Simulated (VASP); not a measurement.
# BN (Pm) in VASP: further runs

Runs on BN. Level: PBE+D3(BJ). Tasks: single point.

All numbers are computed with VASP 6.6.1; they aren't measurements. Logs are shortened: lines on timing, memory, paths and dates and some standing lists are left out, and cuts for length are marked.

### 1 The cell of the first run

It takes space group Pm (No. 6, monoclinic). Conventional cell: a = 2.506 Å, b = 6.592 Å, c = 2.506 Å, α = 90.00°, β = 120.00°, γ = 90.00°. Within 1.9 Å of B (site symmetry m) lie 3 N at 1.41 to 1.47 Å. B (site symmetry m) has 3 N at 1.43 to 1.46 Å within 1.9 Å. N (site symmetry m) has 3 B at 1.43 to 1.46 Å within 1.9 Å. Within 1.9 Å of N (site symmetry m) lie 3 B at 1.41 to 1.47 Å.

### 2 Single point, PBE+D3(BJ) (atoms displaced along several vibrational modes)

INCAR

```
PREC     = Accurate       # precision mode
ENCUT    = 520            # plane-wave cutoff, eV
EDIFF    = 1E-6           # SCF threshold, eV
ISMEAR   = 1              # smearing method
SIGMA    = 0.05           # smearing width, eV
LREAL    = False          # projectors in reciprocal space
LASPH    = True           # aspherical terms in the spheres
NELM     = 100            # most SCF steps
ALGO     = Normal         # electronic algorithm
ISIF     = 2              # what is computed and relaxed
LWAVE    = False          # write WAVECAR
LCHARG   = False          # write CHGCAR
GGA      = PE             # functional
IVDW     = 12             # dispersion correction
NBANDS   = 16             # bands
```

KPOINTS

```
Automatic mesh
0
Gamma
  12 12 4
```

POSCAR

```
BN
1.0
    2.5061127838      0.0000000000      0.0000000000
   -1.2530563919      2.1703573356      0.0000000000
    0.0000000000      0.0000000000      6.5923998870
B N
2 2
Direct
   -0.1777838445     -0.0098140521      0.5000000000
    0.5047780328      0.6632029384      0.0000000000
    0.1736784776      0.0026729601      0.0000000000
    0.4978804684      0.3409075929      0.5000000000
```

Potentials or basis: VASP PAW PBE potentials, release 64 (B, N).

Started as:

```sh
$ cat potpaw_PBE.64/B/POTCAR potpaw_PBE.64/N/POTCAR > POTCAR
$ mpirun -np 1 vasp_std > vasp.out
```

OUTCAR:

```text
PREC = Accurate
   ENCUT = 520
   EDIFF = 1E-6
   ISMEAR = 1
   LREAL = False
   LASPH = True
   NELM = 100
   ISIF = 2
   GGA = PE
   IVDW = 12
 IVDW          = 12

 ion  position               nearest neighbor table
   1  0.822  0.990  0.500-   4 1.41   4 1.47   4 1.47
   2  0.505  0.663  0.000-   3 1.43   3 1.45   3 1.46
   3  0.174  0.003  0.000-   2 1.43   2 1.45   2 1.46
   4  0.498  0.341  0.500-   1 1.41   1 1.47   1 1.47

  LATTYP: Found a hexagonal cell.
 ALAT       =     2.5061127838
 C/A-ratio  =     2.6305280152

  Lattice vectors:

 A1 = (   2.5061127838,   0.0000000000,   0.0000000000)
 A2 = (  -1.2530563919,   2.1703573356,   0.0000000000)
 A3 = (   0.0000000000,   0.0000000000,   6.5923998870)

Analysis of symmetry for initial positions (statically):
=====================================================================
 Subroutine PRICEL returns:
 Original cell was already a primitive cell.

 Routine SETGRP: Setting up the symmetry group for a
 hexagonal supercell.

 Subroutine GETGRP returns: Found  2 space group operations
 (whereof  2 operations were pure point group operations)
 out of a pool of 24 trial point group operations.

The static configuration has the point symmetry C_1h.

Analysis of symmetry for dynamics (positions and initial velocities):
=====================================================================
 Subroutine PRICEL returns:
 Original cell was already a primitive cell.

 Routine SETGRP: Setting up the symmetry group for a
 hexagonal supercell.

 Subroutine GETGRP returns: Found  2 space group operations
 (whereof  2 operations were pure point group operations)
 out of a pool of 24 trial point group operations.

The dynamic configuration has the point symmetry C_1h.

 Subroutine INISYM returns: Found  2 space group operations
 (whereof  2 operations are pure point group operations),
 and found     1 'primitive' translations

----------------------------------------------------------------------------------------

                                     Primitive cell

  volume of cell :      35.8571

  direct lattice vectors                    reciprocal lattice vectors
     2.506112784  0.000000000  0.000000000     0.399024340  0.230376810  0.000000000
    -1.253056392  2.170357336  0.000000000     0.000000000  0.460753620  0.000000000
     0.000000000  0.000000000  6.592399887     0.000000000  0.000000000  0.151689827

  length of vectors
     2.506112784  2.506112784  6.592399887     0.460753620  0.460753620  0.151689827

  position of ions in fractional coordinates (direct lattice)
     0.822216156  0.990185948  0.500000000
     0.504778033  0.663202938  0.000000000
     0.173678478  0.002672960  0.000000000
     0.497880468  0.340907593  0.500000000

  ion indices of the primitive-cell ions
   primitive index   ion index
                 1           1
                 2           2
                 3           3
                 4           4

----------------------------------------------------------------------------------------

 KPOINTS: Automatic mesh

Automatic generation of k-mesh.
 Grid dimensions read from file:
 generate k-points for:   12   12    4

 Generating k-lattice:

  Cartesian coordinates                     Fractional coordinates (reciprocal lattice)
     0.033252028  0.019198068  0.000000000     0.083333333  0.000000000  0.000000000
     0.000000000  0.038396135  0.000000000     0.000000000  0.083333333  0.000000000
     0.000000000  0.000000000  0.037922457     0.000000000  0.000000000  0.250000000

  Length of vectors
     0.038396135  0.038396135  0.037922457

  Shift w.r.t. Gamma in fractional coordinates (k-lattice)
     0.000000000  0.000000000  0.000000000

 Subroutine IBZKPT returns following result:
 ===========================================

 Found    222 irreducible k-points:

 Following reciprocal coordinates:
            Coordinates               Weight
  0.000000  0.000000  0.000000      1.000000
  0.083333 -0.000000  0.000000      2.000000
  0.000000  0.083333  0.000000      2.000000
 -0.083333  0.083333  0.000000      2.000000
  0.166667 -0.000000  0.000000      2.000000
  0.000000  0.166667  0.000000      2.000000
[... 16 lines left out ...]
  0.166667  0.083333  0.000000      2.000000
 -0.083333  0.250000  0.000000      2.000000
 [... further k-points ...]
   k-points           NKPTS =    222   k-points in BZ     NKDIM =    222   number of bands    NBANDS=     16
   number of dos      NEDOS =    301   number of ions     NIONS =      4
   total plane-waves  NPLWV =  20000
   dimension x,y,z NGX =    20 NGY =   20 NGZ =   50
   dimension x,y,z NGXF=    40 NGYF=   40 NGZF=  100
   ions per type =               2   2
   NGX,Y,Z   is equivalent  to a cutoff of  13.27, 13.27, 12.61 a.u.
   NGXF,Y,Z  is equivalent  to a cutoff of  26.53, 26.53, 25.22 a.u.
 SYSTEM =  unknown system
   PREC   = accura    normal or accurate (medium, high low for compatibility)
   ISTART =      0    job   : 0-new  1-cont  2-samecut
   ICHARG =      2    charge: 1-file 2-atom 10-const
   ISPIN  =      1    spin polarized calculation?
   LNONCOLLINEAR =      F non collinear calculations
   LSORBIT =      F    spin-orbit coupling
   LASPH  =      T    aspherical Exc in radial PAW
   ENCUT  =  520.0 eV  38.22 Ry    6.18 a.u.   4.66  4.66 12.26*2*pi/ulx,y,z
   NELM   =    100;   NELMIN=  2; NELMDL= -5     # of ELM steps
   EDIFF  = 0.1E-05   stopping-criterion for ELM
   LREAL  =      F    real-space projection
   EDIFFG = 0.1E-04   stopping-criterion for IOM
   NSW    =      0    number of steps for IOM
   IBRION =     -1    ionic relax: 0-MD 1-quasi-New 2-CG
   NFREE  =      0    steps in history (QN), initial steepest desc. (CG)
   ISIF   =      2    stress and relaxation
   ISYM   =      2    0-nonsym 1-usesym 2-fastsym
   POTIM  = 0.5000    time-step for ionic-motion
   TEBEG  =    0.0;   TEEND  =   0.0 temperature during run
   PSTRESS=    0.0 pullay stress
   NELECT =      16.0000    total number of electrons
   NUPDOWN=      -1.0000    fix difference up-down
   EMIN   =  10.00;   EMAX   =-10.00  energy-range for DOS
   EFERMI =   0.00;   METHOD = LEGACY
   ISMEAR =     1;   SIGMA  =   0.05  broadening in eV -4-tet -1-fermi 0-gaus
   EFERMI_NEDOS =   21; number of points for ismear=-14 and -15
   IALGO  =     38    algorithm
   IMIX   =      4    mixing-type and parameters
     AMIX     =   0.40;   BMIX     =  1.00
     AMIX_MAG =   1.60;   BMIX_MAG =  1.00
  volume/ion in A,a.u.               =       8.96        60.49
  Fermi-wavevector in a.u.,A,eV,Ry     =   1.250997  2.364042 21.293038  1.564994
  Thomas-Fermi vector in A             =   2.384965
   LORBIT       =      0    0 simple, 1 ext, 2 COOP (PROOUT), +10 PAW based schemes
   GGA     = PE    functional components
   LHFCALC =     F    Hartree Fock is set to
   AEXX    =    0.0000 exact exchange contribution
   IVDW    =    12    specifies the selected vdW correction
   LEPSILON=     F    determine dielectric tensor
   LRPA    =     F    only Hartree local field effects (RPA)
 non-spin polarized calculation
 Methfessel and Paxton  Order N= 1 SIGMA  =   0.05
  energy-cutoff  :      520.00
  volume of cell :       35.86
 maximum number of plane-waves:       985
   NGX =  9   NGY =  9   NGZ = 25

 number of electron      15.9999998 magnetization

 Free energy of the ion-electron system (eV)
  ---------------------------------------------------
  ext. energy  EPLUGINS =         0.00000000
  ---------------------------------------------------
  free energy    TOTEN  =       -35.09172294 eV

  energy without entropy =      -35.09173884  energy(sigma->0) =      -35.09172824

 E-fermi :   2.6304     XC(G=0): -10.1167

 val. band max:        2.5904797723   @ k =   0.3333   0.3333   0.0000
 cond. band min:       6.1039668052   @ k =   0.5000   0.5000   0.0000
 fundamental gap:      3.5134870329
 Fermi energy:         2.6304365426

 k-point     1 :       0.0000    0.0000    0.0000
  band No.  band energies     occupation
      1     -15.4715      2.00000
      2     -15.1615      2.00000
      3      -3.9101      2.00000
      4      -1.7191      2.00000
      5       0.5727      2.00000
      6       0.8536      2.00000
[... 8 lines left out ...]
     15      14.7825      0.00000
     16      15.5576      0.00000

 k-point     2 :       0.0833   -0.0000    0.0000
  band No.  band energies     occupation
      1     -15.3352      2.00000
      2     -15.0299      2.00000
      3      -3.7236      2.00000
      4      -1.5539      2.00000
      5       0.2331      2.00000
      6       0.4282      2.00000
[... 8 lines left out ...]
     15      15.0788      0.00000
     16      15.2124      0.00000

 k-point     3 :       0.0000    0.0833    0.0000
  band No.  band energies     occupation
      1     -15.3367      2.00000
      2     -15.0315      2.00000
      3      -3.7219      2.00000
      4      -1.5513      2.00000
      5       0.0570      2.00000
      6       0.3119      2.00000
[... 8 lines left out ...]
     15      15.0502      0.00000
     16      15.3177      0.00000

 k-point     4 :      -0.0833    0.0833    0.0000
  band No.  band energies     occupation
      1     -15.3352      2.00000
      2     -15.0297      2.00000
      3      -3.7241      2.00000
      4      -1.5532      2.00000
      5       0.2256      2.00000
      6       0.4652      2.00000
[... 8 lines left out ...]
     15      15.1401      0.00000
     16      15.2546      0.00000

 k-point     5 :       0.1667   -0.0000    0.0000
  band No.  band energies     occupation
      1     -14.9336      2.00000
      2     -14.6429      2.00000
      3      -3.1709      2.00000
      4      -1.0697      2.00000
      5      -0.9679      2.00000
      6      -0.9019      2.00000
[... 8 lines left out ...]
     15      16.2141      0.00000
     16      16.5603      0.00000

 k-point     6 :       0.0000    0.1667    0.0000
  band No.  band energies     occupation
      1     -14.9398      2.00000
      2     -14.6495      2.00000
      3      -3.1635      2.00000
      4      -1.2660      2.00000
      5      -1.0614      2.00000
      6      -1.0585      2.00000
[... 8 lines left out ...]
     15      15.9388      0.00000
     16      16.4347      0.00000
[... 267 lines left out ...]
 k-point    21 :      -0.0833    0.1667    0.0000
  band No.  band energies     occupation
      1     -15.0692      2.00000
      2     -14.7733      2.00000
      3      -3.3515      2.00000
      4      -1.2221      2.00000
      5      -0.7256      2.00000
      6      -0.5248      2.00000
[... 8 lines left out ...]
     15      15.2494      0.00000
     16      16.4497      0.00000

 k-point    22 :      -0.1667    0.0833    0.0000
  band No.  band energies     occupation
      1     -15.0647      2.00000
      2     -14.7685      2.00000
      3      -3.3568      2.00000
      4      -1.2299      2.00000
      5      -0.3759      2.00000
      6      -0.3184      2.00000
[... 8 lines left out ...]
     15      15.9777      0.00000
     16      16.4873      0.00000

 k-point    23 :       0.1667    0.0833    0.0000
  band No.  band energies     occupation
      1     -14.5482      2.00000
      2     -14.2733      2.00000
      3      -2.6225      2.00000
      4      -2.0340      2.00000
      5      -1.9453      2.00000
      6      -0.5969      2.00000
[... 8 lines left out ...]
     15      16.6467      0.00000
     16      17.8130      0.00000

 k-point    24 :      -0.0833    0.2500    0.0000
  band No.  band energies     occupation
      1     -14.5534      2.00000
      2     -14.2775      2.00000
      3      -2.6191      2.00000
      4      -2.1916      2.00000
      5      -2.0189      2.00000
      6      -0.5830      2.00000
[... 8 lines left out ...]
     15      16.5450      0.00000
     16      17.6470      0.00000

 [... further k-points ...]

------------------------ aborting loop because EDIFF is reached ----------------------------------------

 Edisp (eV)   -0.56885

 E8    (eV) :    -0.1668

  FORCE on cell =-STRESS in cart. coord.  units (eV):
  Direction    XX          YY          ZZ          XY          YZ          ZX
  --------------------------------------------------------------------------------------
  -------------------------------------------------------------------------------------
  Total      -0.62061     0.78463     0.21868     0.08035     0.00000     0.00000
  in kB     -27.73034    35.05889     9.77108     3.59039     0.00000     0.00000
  external pressure =        5.70 kB  Pullay stress =        0.00 kB

 VOLUME and BASIS-vectors are now :
 -----------------------------------------------------------------------------
  energy-cutoff  :      520.00
  volume of cell :       35.86
      direct lattice vectors                 reciprocal lattice vectors
     2.506112784  0.000000000  0.000000000     0.399024340  0.230376810  0.000000000
    -1.253056392  2.170357336  0.000000000     0.000000000  0.460753620  0.000000000
     0.000000000  0.000000000  6.592399887     0.000000000  0.000000000  0.151689827

 POSITION                                       TOTAL-FORCE (eV/Angst)
 -----------------------------------------------------------------------------------
      0.81981      2.14906      3.29620         0.035578      1.617115      0.000000
      0.43400      1.43939      0.00000        -0.064693      0.565388      0.000000
      0.43191      0.00580      0.00000         0.032343     -0.629865      0.000000
      0.82057      0.73989      3.29620        -0.003228     -1.552638      0.000000
 -----------------------------------------------------------------------------------
    total drift:                               -0.000006     -0.000380     -0.000000

  FREE ENERGIE OF THE ION-ELECTRON SYSTEM (eV)
  ---------------------------------------------------
  free  energy   TOTEN  =       -35.6605685141 eV

  energy  without entropy=      -35.6605844133  energy(sigma->0) =      -35.66057381
```

Wall time 3.4 min (1 thread of Intel Xeon 8259CL, shared host); peak memory 0.24 GiB.

What came out:

- Free energy: -35.6606 eV
- Pressure: 0.6 GPa
- Largest force: 1.618 eV/Å
- Band gap on the k mesh: 3.51 eV (least direct gap 3.80 eV)
- Dispersion energy per atom: -0.142 eV

Forces on the atoms (eV/Å):
```
B    0.036  1.617  0.000
B   -0.065  0.565  0.000
N    0.032 -0.630  0.000
N   -0.003 -1.553  0.000
```

Stress tensor (GPa, compression positive):
```
-2.77  0.36  0.00
 0.36  3.51  0.00
 0.00  0.00  0.98
```

Levels at points of the mesh, in eV from the valence-band top:
| k point | band 5 | band 6 | band 7 | band 8 | band 9 | band 10 | band 11 | band 12 |
| --- | --- | --- | --- | --- | --- | --- | --- | --- |
| (0.00, 0.00, 0.00) | -2.02 | -1.74 | -1.43 | -1.15 | 5.01 | 10.02 | 10.73 | 11.11 |
| (0.50, 0.00, 0.00) | -4.49 | -4.40 | -1.61 | -0.94 | 4.13 | 5.51 | 9.08 | 9.72 |
| (0.00, 0.50, 0.00) | -4.30 | -4.16 | -1.45 | -0.84 | 3.91 | 5.17 | 9.16 | 9.81 |
| (0.50, 0.50, 0.00) | -4.48 | -4.42 | -1.86 | -0.53 | 3.51 | 6.05 | 9.10 | 9.74 |
| (0.00, 0.00, 0.50) | -2.02 | -1.74 | -1.43 | -1.16 | 7.39 | 7.39 | 10.74 | 11.11 |
| (0.50, 0.00, 0.50) | -4.48 | -4.40 | -1.26 | -1.19 | 4.43 | 4.61 | 9.53 | 9.64 |
| (0.00, 0.50, 0.50) | -4.30 | -4.16 | -1.13 | -1.04 | 4.13 | 4.36 | 9.60 | 9.74 |
| (0.50, 0.50, 0.50) | -4.47 | -4.42 | -1.26 | -1.21 | 4.52 | 4.59 | 9.54 | 9.59 |

Caveat: the cell differs from its parent crystal (atoms displaced along several vibrational modes); the stress differs along the axes, from -3 to 4 GPa; forces of over 1 eV/Å act on the atoms, so gaps and moduli don't describe the material at rest.

(Part 1 of 2 ends here.)
